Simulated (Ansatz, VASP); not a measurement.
## SrO: VASP beside Ansatz

```
CELL_PARAMETERS angstrom
0.00000 2.59739 2.80518
2.59739 0.00000 2.80518
2.59739 2.59739 0.00000
ATOMIC_POSITIONS crystal
Sr 0.00000 0.00000 0.00000
O 0.50000 0.50000 0.50000
```

Change from the starting cell: strain +0.000 along x and y, +0.080 along z, atoms carried along.

Alike in both runs: task single point; functional PBE; k mesh 8 × 8 × 8; occupations gaussian, width 0.05 eV; no spin polarisation.

```csv
,VASP,Ansatz
version,VASP 6.6.1,Ansatz 0.2.0
potentials or method,"VASP PAW PBE potentials, release 64 (Sr_sv, O), cutoff 520 eV","scalar-relativistic, plane waves, PAW"
valence electrons in the cell,16,16
```

Ansatz gave:

```
gap on the k mesh at the Fermi level (eV)                     : 3.13
least direct gap on the mesh (eV)                             : 3.13
pressure (GPa)                                                : -4.6
traceless stress, the component that is largest in VASP (GPa) : -3.04
```

Question: What did VASP give for the same quantities?

Answer: gap on the k mesh at the Fermi level (eV): 3.11; least direct gap on the mesh (eV): 3.11; pressure (GPa): -4.3; traceless stress, the component that is largest in VASP (GPa): -3.26.
